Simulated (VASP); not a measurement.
ZrO3 (ReO3 type), 4 atoms in the cell. Symmetry: Pm-3m, No. 221, cubic system. Conventional cell: a = 4.194 Å, b = 4.194 Å, c = 4.194 Å, α = 90.00°, β = 90.00°, γ = 90.00°. Within 2.8 Å of Zr (site symmetry m-3m) lie 6 O at 2.10 Å. O (site symmetry 4/mmm) has 2 Zr at 2.10 Å within 2.8 Å. 

| Item | Value |
| --- | --- |
| Program | VASP 6.6.1 |
| Task | single point |
| Functional | PBE |
| Potentials or basis | VASP PAW PBE potentials, release 64 (Zr_sv, O) |
| Cutoff | 520 eV |
| k mesh | 26 × 26 × 26 |
| Occupations | fermi-dirac, width 0.0612256 eV |
| Spin | no spin polarisation |
| Dipole correction | no |
| Further INCAR settings | ALGO = Normal; EDIFF = 1e-07; NBANDS = 23 |

Potentials or basis: VASP PAW PBE potentials, release 64 (Zr_sv, O).

Run with:

```bash
$ cat potpaw_PBE.64/Zr_sv/POTCAR potpaw_PBE.64/O/POTCAR > POTCAR
$ mpirun -np 1 vasp_std > vasp.out
```

Hardware: 1 thread of Oxide Virtual Turin-like Processor, with other jobs on the host.

Estimate the wall time of this run.

Run time: 17 min on 1 thread of Oxide Virtual Turin-like Processor, with other jobs on the host, peak memory 0.77 GiB. Counts: scf iterations 15, k points 560.
